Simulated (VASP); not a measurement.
# Ti (P6_3/mmc) in VASP: a series of runs

Ti is run at these levels: PBE; tasks: single point.

Program: VASP 6.6.1. These are calculated values, not measurements. Logs are shortened: lines on timing, memory, paths and dates and some standing lists are left out, and cuts for length are marked.

## (1) The cell of the first run

The structure is hexagonal, space group P6_3/mmc (No. 194). The conventional cell has a = 2.880 Å, b = 2.880 Å, c = 4.706 Å, α = 90.00°, β = 90.00°, γ = 120.00°. Ti (site symmetry -6m2) has 12 Ti at 2.88 Å within 3.8 Å.

## (2) Single point, PBE (biaxial strain in the a-b plane: -2.0 %)

Input file INCAR:

```
ALGO = Fast
EDIFF = 1E-6
ENCUT = 520
GGA = PE
ISIF = 2
ISMEAR = 0
LASPH = T
LCHARG = F
LREAL = F
LWAVE = F
NBANDS = 19
NELM = 80
PREC = Accurate
SIGMA = 0.1
```

Input file KPOINTS:

```
k-points
0
Gamma
  24 24 12
```

Input file POSCAR:

```
Ti
1.0
    2.8796889001      0.0000000000      0.0000000000
   -1.4398444501      2.4938837425      0.0000000000
    0.0000000000      0.0000000000      4.7064416218
Ti
2
Direct
    0.3333333333      0.6666666667      0.2500000000
    0.6666666667      0.3333333333      0.7500000000
```

Potentials or basis: VASP PAW PBE potentials, release 64 (Ti_sv).

Command:

```bash
$ cat potpaw_PBE.64/Ti_sv/POTCAR > POTCAR
$ mpirun -np 1 vasp_std > vasp.out
```

OUTCAR:

```text
EDIFF = 1E-6
   ENCUT = 520
   GGA = PE
   ISIF = 2
   ISMEAR = 0
   LASPH = T
   LREAL = F
   NELM = 80
   PREC = Accurate

 ion  position               nearest neighbor table
   1  0.333  0.667  0.250-   2 2.88   2 2.88   2 2.88   2 2.88   2 2.88   2 2.88
   2  0.667  0.333  0.750-   1 2.88   1 2.88   1 2.88   1 2.88   1 2.88   1 2.88

  LATTYP: Found a hexagonal cell.
 ALAT       =     2.8796889001
 C/A-ratio  =     1.6343576633

  Lattice vectors:

 A1 = (   2.8796889001,   0.0000000000,   0.0000000000)
 A2 = (  -1.4398444501,   2.4938837425,   0.0000000000)
 A3 = (   0.0000000000,   0.0000000000,   4.7064416218)

Analysis of symmetry for initial positions (statically):
=====================================================================
 Subroutine PRICEL returns:
 Original cell was already a primitive cell.

 Routine SETGRP: Setting up the symmetry group for a
 hexagonal supercell.

 Subroutine GETGRP returns: Found 24 space group operations
 (whereof 12 operations were pure point group operations)
 out of a pool of 24 trial point group operations.

The static configuration has the point symmetry D_3d.
 The point group associated with its full space group is D_6h.

Analysis of symmetry for dynamics (positions and initial velocities):
=====================================================================
 Subroutine PRICEL returns:
 Original cell was already a primitive cell.

 Routine SETGRP: Setting up the symmetry group for a
 hexagonal supercell.

 Subroutine GETGRP returns: Found 24 space group operations
 (whereof 12 operations were pure point group operations)
 out of a pool of 24 trial point group operations.

The dynamic configuration has the point symmetry D_3d.
 The point group associated with its full space group is D_6h.

 Subroutine INISYM returns: Found 24 space group operations
 (whereof 12 operations are pure point group operations),
 and found     1 'primitive' translations

----------------------------------------------------------------------------------------

                                     Primitive cell

  volume of cell :      33.7998

  direct lattice vectors                    reciprocal lattice vectors
     2.879688900  0.000000000  0.000000000     0.347259733  0.200490501  0.000000000
    -1.439844450  2.493883743  0.000000000     0.000000000  0.400981001  0.000000000
     0.000000000  0.000000000  4.706441622     0.000000000  0.000000000  0.212474749

  length of vectors
     2.879688900  2.879688900  4.706441622     0.400981001  0.400981001  0.212474749

  position of ions in fractional coordinates (direct lattice)
     0.333333333  0.666666667  0.250000000
     0.666666667  0.333333333  0.750000000

  ion indices of the primitive-cell ions
   primitive index   ion index
                 1           1
                 2           2

----------------------------------------------------------------------------------------

 KPOINTS: k-points

Automatic generation of k-mesh.
 Grid dimensions read from file:
 generate k-points for:   24   24   12

 Generating k-lattice:

  Cartesian coordinates                     Fractional coordinates (reciprocal lattice)
     0.014469156  0.008353771  0.000000000     0.041666667  0.000000000  0.000000000
     0.000000000  0.016707542  0.000000000     0.000000000  0.041666667  0.000000000
     0.000000000  0.000000000  0.017706229     0.000000000  0.000000000  0.083333333

  Length of vectors
     0.016707542  0.016707542  0.017706229

  Shift w.r.t. Gamma in fractional coordinates (k-lattice)
     0.000000000  0.000000000  0.000000000

 Subroutine IBZKPT returns following result:
 ===========================================

 Found    427 irreducible k-points:

 Following reciprocal coordinates:
            Coordinates               Weight
  0.000000  0.000000  0.000000      1.000000
  0.041667  0.000000  0.000000      6.000000
  0.083333  0.000000  0.000000      6.000000
  0.125000  0.000000  0.000000      6.000000
  0.166667  0.000000  0.000000      6.000000
  0.208333  0.000000  0.000000      6.000000
[... 16 lines left out ...]
  0.416667  0.041667  0.000000     12.000000
  0.458333  0.041667  0.000000     12.000000
 [... further k-points ...]
   k-points           NKPTS =    427   k-points in BZ     NKDIM =    427   number of bands    NBANDS=     19
   number of dos      NEDOS =    301   number of ions     NIONS =      2
   total plane-waves  NPLWV =  20736
   dimension x,y,z NGX =    24 NGY =   24 NGZ =   36
   dimension x,y,z NGXF=    48 NGYF=   48 NGZF=   72
   ions per type =               2
   NGX,Y,Z   is equivalent  to a cutoff of  13.86, 13.86, 12.72 a.u.
   NGXF,Y,Z  is equivalent  to a cutoff of  27.71, 27.71, 25.43 a.u.
 SYSTEM =  unknown system
   PREC   = accura    normal or accurate (medium, high low for compatibility)
   ISTART =      0    job   : 0-new  1-cont  2-samecut
   ICHARG =      2    charge: 1-file 2-atom 10-const
[... 39 lines left out ...]
 Gauss-broadening in eV      SIGMA  =   0.10
  energy-cutoff  :      520.00
  volume of cell :       33.80
 maximum number of plane-waves:       930
 NGX is ok and might be reduce to    24
   NGX = 11   NGY = 11   NGZ = 17

 number of electron      23.9999996 magnetization

 Free energy of the ion-electron system (eV)
  ---------------------------------------------------
  ext. energy  EPLUGINS =         0.00000000
  ---------------------------------------------------
  free energy    TOTEN  =       -15.66016216 eV

  energy without entropy =      -15.65050006  energy(sigma->0) =      -15.65533111

 E-fermi :   8.6259     XC(G=0): -11.6270

 val. band max:        8.6244112341   @ k =   0.1250   0.0000   0.4167
 cond. band min:       8.6279608992   @ k =   0.1667   0.0000   0.0000
 fundamental gap:      0.0035496652
 Fermi energy:         8.6258596176

 k-point     1 :       0.0000    0.0000    0.0000
  band No.  band energies     occupation
      1     -48.1778      2.00000
      2     -48.0421      2.00000
      3     -24.7712      2.00000
      4     -24.0731      2.00000
      5     -24.0731      2.00000
      6     -24.0464      2.00000
[... 11 lines left out ...]
     18      10.4612      0.00000
     19      11.9008      0.00000

 k-point     2 :       0.0417    0.0000    0.0000
  band No.  band energies     occupation
      1     -48.1758      2.00000
      2     -48.0411      2.00000
      3     -24.7670      2.00000
      4     -24.0827      2.00000
      5     -24.0761      2.00000
      6     -24.0478      2.00000
[... 11 lines left out ...]
     18      10.4318      0.00000
     19      11.9155      0.00000

 k-point     3 :       0.0833    0.0000    0.0000
  band No.  band energies     occupation
      1     -48.1698      2.00000
      2     -48.0381      2.00000
      3     -24.7547      2.00000
      4     -24.1107      2.00000
      5     -24.0849      2.00000
      6     -24.0521      2.00000
[... 11 lines left out ...]
     18      10.3495      0.00000
     19      11.9559      0.00000

 k-point     4 :       0.1250    0.0000    0.0000
  band No.  band energies     occupation
      1     -48.1602      2.00000
      2     -48.0335      2.00000
      3     -24.7346      2.00000
      4     -24.1555      2.00000
      5     -24.0986      2.00000
      6     -24.0650      2.00000
[... 11 lines left out ...]
     18      10.2285      0.00000
     19      12.0075      0.00000

 k-point     5 :       0.1667    0.0000    0.0000
  band No.  band energies     occupation
      1     -48.1475      2.00000
      2     -48.0277      2.00000
      3     -24.7075      2.00000
      4     -24.2142      2.00000
      5     -24.1235      2.00000
      6     -24.1161      2.00000
[... 11 lines left out ...]
     18      10.4287      0.00000
     19      12.0634      0.00000
[... 334 lines left out ...]
      2     -48.0014      2.00000
      3     -24.5318      2.00000
      4     -24.5283      2.00000
      5     -24.4215      2.00000
      6     -24.2089      2.00000
[... 11 lines left out ...]
     18      11.8932      0.00000
     19      12.2134      0.00000

 k-point    22 :       0.3750    0.0417    0.0000
  band No.  band energies     occupation
      1     -48.0586      2.00000
      2     -47.9989      2.00000
      3     -24.5804      2.00000
      4     -24.4932      2.00000
      5     -24.4674      2.00000
      6     -24.2241      2.00000
[... 11 lines left out ...]
     18      12.2273      0.00000
     19      12.2546      0.00000

 k-point    23 :       0.4167    0.0417    0.0000
  band No.  band energies     occupation
      1     -48.0479      2.00000
      2     -47.9979      2.00000
      3     -24.6171      2.00000
      4     -24.4996      2.00000
      5     -24.4617      2.00000
      6     -24.2347      2.00000
[... 11 lines left out ...]
     18      12.2358      0.00000
     19      12.6725      0.00000

 k-point    24 :       0.4583    0.0417    0.0000
  band No.  band energies     occupation
      1     -48.0418      2.00000
      2     -47.9978      2.00000
      3     -24.6361      2.00000
      4     -24.5162      2.00000
      5     -24.4431      2.00000
      6     -24.2402      2.00000
[... 11 lines left out ...]
     18      12.3190      0.00000
     19      13.1088      0.00000

 [... further k-points ...]
[... 5 lines left out ...]
  --------------------------------------------------------------------------------------
  -------------------------------------------------------------------------------------
  Total        0.8715797      0.8715797      0.1005265     -0.0000000      0.0000000      0.0000000
  in kB       41.3145689     41.3145689      4.7651531     -0.0000000      0.0000000      0.0000000
  external PRESSURE =      29.1314303 kB  Pullay stress =       0.0000000 kB

 VOLUME and BASIS-vectors are now :
 -----------------------------------------------------------------------------
  energy-cutoff  :      520.00
  volume of cell :       33.80
      direct lattice vectors                 reciprocal lattice vectors
     2.879688900  0.000000000  0.000000000     0.347259733  0.200490501  0.000000000
    -1.439844450  2.493883743  0.000000000     0.000000000  0.400981001  0.000000000
     0.000000000  0.000000000  4.706441622     0.000000000  0.000000000  0.212474749

 POSITION                                       TOTAL-FORCE (eV/Angst)
 -----------------------------------------------------------------------------------
     -0.00000      1.66259      1.17661        -0.000000      0.000000      0.000000
      1.43984      0.83129      3.52983         0.000000      0.000000      0.000000
 -----------------------------------------------------------------------------------
    total drift:                               -0.000000      0.000000     -0.000000

  FREE ENERGIE OF THE ION-ELECTRON SYSTEM (eV)
  ---------------------------------------------------
  free  energy   TOTEN  =       -15.6601621564 eV

  energy  without entropy=      -15.6505000576  energy(sigma->0) =      -15.65533111
```

It took 5.6 min on 1 thread of AMD EPYC 9R45 (Zen 5), shared host; peak memory 0.3 GiB.

Results:

- Free energy: -15.6602 eV
- Pressure: 2.9 GPa
- Band gap on the k mesh: zero (bands 12 and 13 overlap by 1.07 eV)

Levels at points of the mesh, in eV from the Fermi level:
| k point | band 8 | band 9 | band 10 | band 11 | band 12 | band 13 | band 14 | band 15 | band 16 | band 17 |
| --- | --- | --- | --- | --- | --- | --- | --- | --- | --- | --- |
| (0.00, 0.00, 0.00) | -32.61 | -6.27 | -2.78 | 0.56 | 0.71 | 0.83 | 0.83 | 1.29 | 1.29 | 1.84 |
| (0.50, 0.00, 0.00) | -32.70 | -2.35 | -2.22 | -1.95 | -0.48 | 0.53 | 0.65 | 1.10 | 3.57 | 3.63 |
| (0.00, 0.00, 0.50) | -32.65 | -4.45 | -4.45 | -0.04 | -0.04 | 0.78 | 0.78 | 0.78 | 0.78 | 2.90 |
| (0.50, 0.00, 0.50) | -32.78 | -2.62 | -2.62 | -0.91 | -0.91 | 1.44 | 1.44 | 1.87 | 1.87 | 3.69 |

Caveat: the cell differs from its parent crystal (biaxial strain in the a-b plane: -2.0 %).

## (3) Single point, PBE (biaxial strain in the a-b plane: -2.0 %, then relaxed in part)

Input file INCAR:

```
SYSTEM = Ti
PREC = Accurate
ENCUT = 520
EDIFF = 1E-6
ISMEAR = 0
SIGMA = 0.1
LREAL = .False.
LASPH = .True.
NELM = 100
ALGO = Fast
ISIF = 2
LWAVE = .False.
LCHARG = .False.
GGA = PE
NBANDS = 19
```

Input file KPOINTS:

```
Automatic mesh
0
Gamma
  24 24 12
  0 0 0
```

Edit POSCAR of step 2 so:

```diff
@@ -4,3 +4,3 @@
    -1.4398444501      2.4938837425      0.0000000000
-    0.0000000000      0.0000000000      4.7064416218
+    0.0000000000      0.0000000000      4.7286133440
 Ti
```

Potentials or basis: VASP PAW PBE potentials, release 64 (Ti_sv).

Command:

```bash
$ cat potpaw_PBE.64/Ti_sv/POTCAR > POTCAR
$ mpirun -np 1 vasp_std > vasp.out
```

Run time: 6.2 min. Hardware: 1 thread of AMD EPYC 9R45 (Zen 5), shared host; peak memory 0.3 GiB.

The run converged. Its results:

* Free energy: -15.6604 eV
* Pressure: 2.4 GPa
* Band gap on the k mesh: zero (bands 12 and 13 overlap by 1.03 eV)

Stress tensor (GPa, compression positive):
```
 3.78  0.00  0.00
 0.00  3.78  0.00
 0.00  0.00 -0.37
```

Levels at points of the mesh, in eV from the Fermi level:
```tsv
k point	band 9	band 10	band 11	band 12	band 13	band 14	band 15	band 16
(0.00, 0.00, 0.00)	-6.26	-2.77	0.51	0.68	0.83	0.83	1.29	1.29
(0.50, 0.00, 0.00)	-2.34	-2.21	-1.94	-0.46	0.52	0.67	1.07	3.57
(0.00, 0.00, 0.50)	-4.45	-4.45	-0.06	-0.06	0.79	0.79	0.79	0.79
(0.50, 0.00, 0.50)	-2.60	-2.60	-0.91	-0.91	1.43	1.43	1.88	1.88
```

Caveat: the cell differs from its parent crystal (biaxial strain in the a-b plane: -2.0 %, then relaxed in part).

## (4) Single point, PBE (biaxial strain in the a-b plane: -1.0 %)

Edit INCAR of step 3 so:

```diff
@@ -8,3 +8,3 @@
 LASPH = .True.
-NELM = 100
+NELM = 80
 ALGO = Fast
```

KPOINTS is that of step 3.

Input file POSCAR:

```
Ti
1.0
    2.9090734807      0.0000000000      0.0000000000
   -1.4545367404      2.5193315358      0.0000000000
    0.0000000000      0.0000000000      4.6785378177
Ti
2
Direct
    0.3333333333      0.6666666667      0.2500000000
    0.6666666667      0.3333333333      0.7500000000
```

Command:

```bash
$ cat potpaw_PBE.64/Ti_sv/POTCAR > POTCAR
$ mpirun -np 1 vasp_std > vasp.out
```

Wall time 5.7 min (1 thread of AMD EPYC 9R45 (Zen 5), shared host); peak memory 0.3 GiB.

The run converged. Its results:

* Free energy: -15.6732 eV
* Pressure: 1.3 GPa
* Band gap on the k mesh: zero (bands 12 and 13 overlap by 1.16 eV)

Stress tensor (GPa, compression positive):
```
1.95 0.00 0.00
0.00 1.95 0.00
0.00 0.00 0.10
```

Levels at points of the mesh, in eV from the Fermi level:
```csv
k point,band 8,band 9,band 10,band 11,band 12,band 13,band 14,band 15,band 16,band 17
"(0.00, 0.00, 0.00)",-32.66,-6.25,-2.74,0.66,0.80,0.80,0.80,1.28,1.28,1.72
"(0.50, 0.00, 0.00)",-32.74,-2.35,-2.19,-1.90,-0.56,0.56,0.58,1.13,3.45,3.59
"(0.00, 0.00, 0.50)",-32.71,-4.41,-4.41,0.02,0.02,0.72,0.72,0.72,0.72,2.84
"(0.50, 0.00, 0.50)",-32.83,-2.58,-2.58,-0.86,-0.86,1.37,1.37,1.79,1.79,3.57
```

Caveat: the cell differs from its parent crystal (biaxial strain in the a-b plane: -1.0 %).

## (5) Single point, PBE (biaxial strain in the a-b plane: -1.0 %, then relaxed in part)

Input file INCAR:

```
  PREC = Accurate
  ENCUT = 520
  EDIFF = 1E-6
  ISMEAR = 0
  SIGMA = 0.1
  LREAL = False
  LASPH = True
  NELM = 100
  ALGO = Fast
  ISIF = 2
  LWAVE = False
  LCHARG = True
  GGA = PE
  LELF = True
  LVHAR = True
  NBANDS = 19
```

Input file KPOINTS:

```
regular mesh
0
Gamma
  24 24 12
```

Edit POSCAR of step 4 so:

```diff
@@ -4,3 +4,3 @@
    -1.4545367404      2.5193315358      0.0000000000
-    0.0000000000      0.0000000000      4.6785378177
+    0.0000000000      0.0000000000      4.6882665852
 Ti
```

Command:

```bash
$ cat potpaw_PBE.64/Ti_sv/POTCAR > POTCAR
$ mpirun -np 1 vasp_std > vasp.out
```

Run time: 5.6 min. Hardware: 1 thread of AMD EPYC 9R45 (Zen 5), shared host; peak memory 0.31 GiB.

Results (log left out):

```yaml
Free_energy: -15.6732 eV
Pressure: 1.1 GPa
Band_gap_on_the_k_mesh: zero (bands 12 and 13 overlap by 1.15 eV)
```

Stress tensor (GPa, compression positive):
```
 1.79  0.00  0.00
 0.00  1.79  0.00
 0.00  0.00 -0.28
```

Levels at points of the mesh, in eV from the Fermi level:
| k point | band 9 | band 10 | band 11 | band 12 | band 13 | band 14 | band 15 | band 16 |
| --- | --- | --- | --- | --- | --- | --- | --- | --- |
| (0.00, 0.00, 0.00) | -6.24 | -2.73 | 0.64 | 0.78 | 0.80 | 0.80 | 1.28 | 1.28 |
| (0.50, 0.00, 0.00) | -2.35 | -2.18 | -1.90 | -0.56 | 0.57 | 0.57 | 1.12 | 3.45 |
| (0.00, 0.00, 0.50) | -4.41 | -4.41 | 0.01 | 0.01 | 0.73 | 0.73 | 0.73 | 0.73 |
| (0.50, 0.00, 0.50) | -2.58 | -2.58 | -0.86 | -0.86 | 1.37 | 1.37 | 1.80 | 1.80 |

Caveat: the cell differs from its parent crystal (biaxial strain in the a-b plane: -1.0 %, then relaxed in part).

## (6) Single point, PBE

This run uses another cell than the first one, of 17.39 Å³/atom.

Input file INCAR:

```
SYSTEM = Ti
  PREC = Accurate
  ENCUT = 520
  EDIFF = 1E-6
  ISMEAR = 0
  SIGMA = 0.1
  LREAL = .FALSE.
  LASPH = .TRUE.
  NELM = 100
  ALGO = Fast
  ISIF = 2
  LWAVE = .FALSE.
  LCHARG = .TRUE.
  GGA = PE
  LELF = .TRUE.
  LVHAR = .TRUE.
  NBANDS = 19
```

Input file KPOINTS:

```
regular mesh
0
G
  18 18 10
  0 0 0
```

Input file POSCAR:

```
Ti
1.0
    2.9384580612      0.0000000000      0.0000000000
   -1.4692290306      2.5447793290      0.0000000000
    0.0000000000      0.0000000000      4.6506340144
Ti
2
Direct
    0.3333333333      0.6666666667      0.2500000000
    0.6666666667      0.3333333333      0.7500000000
```

Potentials or basis: VASP PAW PBE potentials, release 64 (Ti_sv).

Command:

```bash
$ cat potpaw_PBE.64/Ti_sv/POTCAR > POTCAR
$ mpirun -np 1 vasp_std > vasp.out
```

Wall time 2.6 min (1 thread of Intel Xeon 6975P-C (Granite Rapids), shared host); peak memory 0.24 GiB.

The run converged. Its results:

- Free energy: -15.6773 eV
- Pressure: -0.6 GPa
- Band gap on the k mesh: zero (bands 12 and 13 overlap by 1.10 eV)

Levels at points of the mesh, in eV from the Fermi level:
```
           k point  band 9  band 10  band 11  band 12  band 13  band 14  band 15  band 16
(0.00, 0.00, 0.00)   -6.22    -2.70     0.76     0.76     0.76     0.88     1.26     1.26
(0.50, 0.00, 0.00)   -2.36    -2.16    -1.85    -0.64     0.47     0.62     1.17     3.32
(0.00, 0.00, 0.50)   -4.36    -4.36     0.08     0.08     0.67     0.67     0.67     0.67
(0.50, 0.00, 0.50)   -2.55    -2.55    -0.82    -0.82     1.31     1.31     1.71     1.71
```

## (7) Overview

```tsv
cell	k mesh	gap on the mesh (eV)	pressure (GPa)
a = 2.880, b = 2.880, c = 4.706 Å, angles 90.0, 90.0, 120.0°, 2 atoms	24 × 24 × 12	none	2.9
a = 2.880, b = 2.880, c = 4.729 Å, angles 90.0, 90.0, 120.0°, 2 atoms	24 × 24 × 12	none	2.4
a = 2.909, b = 2.909, c = 4.679 Å, angles 90.0, 90.0, 120.0°, 2 atoms	24 × 24 × 12	none	1.3
a = 2.909, b = 2.909, c = 4.688 Å, angles 90.0, 90.0, 120.0°, 2 atoms	24 × 24 × 12	none	1.1
a = 2.938, b = 2.938, c = 4.651 Å, angles 90.0, 90.0, 120.0°, 2 atoms	18 × 18 × 10	none	-0.6
```

Alike in all rows: task single point; level PBE; potentials or basis VASP PAW PBE potentials, release 64 (Ti_sv); no spin polarisation; cutoff (eV) 520; smearing gaussian 0.1 eV.

Absolute energies hang on the potentials; compare differences alone.
